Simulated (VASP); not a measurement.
Set up this calculation in VASP 6.6.1, as the native input.

```yaml
Task: single point
Functional: LDA
Potentials_or_basis: VASP PAW LDA potentials, release 64 (Ni)
Cutoff: 520 eV
k_mesh: 16 × 16 × 16
Occupations: fermi-dirac, width 0.1 eV
Spin: collinear spin, ferromagnetic start
Starting_moments: "[1.5] μB"
Dipole_correction: no
Further_INCAR_settings: ALGO = Normal; EDIFF = 1e-06; NBANDS = 15
```

The structure of Ni lies in POSCAR:

```
Ni
1.0
    0.0000000000      1.8979869428      1.8979869428
    1.8979869428      0.0000000000      1.8979869428
    1.8979869428      1.8979869428      0.0000000000
Ni
1
Direct
    0.0000000000      0.0000000000      0.0000000000
```

This cell differs from its parent crystal: volume scaled by 1.25.

These files were run (other wordings do the same):

INCAR

```
SYSTEM = Ni
PREC = Accurate ; ENCUT = 520
EDIFF = 1E-6 ; ISMEAR = -1
SIGMA = 0.1 ; LREAL = .False.
LASPH = .True. ; NELM = 150
ALGO = Normal ; ISIF = 2
LWAVE = .False. ; LCHARG = .False.
ISPIN = 2 ; MAGMOM = 1.5
LORBIT = 11 ; LMAXMIX = 4
NBANDS = 15
```

KPOINTS

```
regular mesh
0
Gamma
  16 16 16
  0 0 0
```

Potentials or basis: VASP PAW LDA potentials, release 64 (Ni).

The run is started by

```bash
$ cat potpaw_LDA.64/Ni/POTCAR > POTCAR
$ mpirun -np 1 vasp_std > vasp.out
```

It gave:

| Item | Value |
| --- | --- |
| Pressure | -36.0 GPa |
| Net moment | 0.64 μB per cell |
| Site moments | Ni +0.66 μB |
| Valence electrons inside the program's atomic spheres | Ni 9.01 |

Run time: 51 s on 1 thread of AMD EPYC 7R43 64-Core Processor (Zen 3), with other jobs on the host, peak memory 0.11 GiB.
